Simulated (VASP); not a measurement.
Here is a VASP 6.6.1 calculation.

The input INCAR:

```
ALGO = Normal
EDIFF = 1E-6
ENCUT = 520
ISIF = 2
ISMEAR = -1
ISPIN = 2
LASPH = True
LCHARG = False
LMAXMIX = 4
LORBIT = 11
LREAL = False
LWAVE = False
MAGMOM = 1.45 -1.45
NBANDS = 23
NELM = 150
PREC = Accurate
SIGMA = 0.05
```

The input KPOINTS:

```
k-points
0
Gamma
  12 12 12
```

POSCAR

```
Cr
1.0
    0.0000000000      2.5705183986      2.5705183986
    2.5705183986      0.0000000000      2.5705183986
    2.5705183986      2.5705183986      0.0000000000
Cr
2
Direct
    0.1250000000      0.1250000000      0.1250000000
    0.8750000000      0.8750000000      0.8750000000
```

Potentials or basis: VASP PAW LDA potentials, release 64 (Cr_pv).

The run is started by

```console
$ cat potpaw_LDA.64/Cr_pv/POTCAR > POTCAR
$ mpirun -np 1 vasp_std > vasp.out
```

(1) Predict the band gap on the k mesh.

(2) Predict the pressure.

(3) What does it give for the net moment?

Results:

(1) zero (filled and empty bands overlap).

(2) -6.0 GPa.

(3) 0.00 μB per cell.
